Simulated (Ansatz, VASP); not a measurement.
Ti in VASP and in Ansatz

```
CELL_PARAMETERS angstrom
2.91013 0.00000 0.00000
-1.45506 2.52024 0.00000
0.00000 0.00000 4.62267
ATOMIC_POSITIONS crystal
Ti 0.33333 0.66667 0.25000
Ti 0.66667 0.33333 0.75000
```

Change from the starting cell: volume scaled by 0.96.

Alike in both runs: task single point; functional PBE; k mesh 13 × 13 × 7; occupations fermi-dirac, width 0.08 eV; no spin polarisation.

```csv
,VASP,Ansatz
version,VASP 6.6.1,Ansatz 0.2.0
potentials or method,"VASP PAW PBE potentials, release 64 (Ti_sv), cutoff 520 eV","all-electron LAPW, scalar-relativistic"
```

```tsv
	VASP	Ansatz	Ansatz less VASP
pressure (GPa)	2.8	3.1	+0.27
traceless stress, the component that is largest in VASP (GPa)	-0.19	-0.19	-0.001
```

Ansatz ran all-electron here, and VASP with PAW potentials.
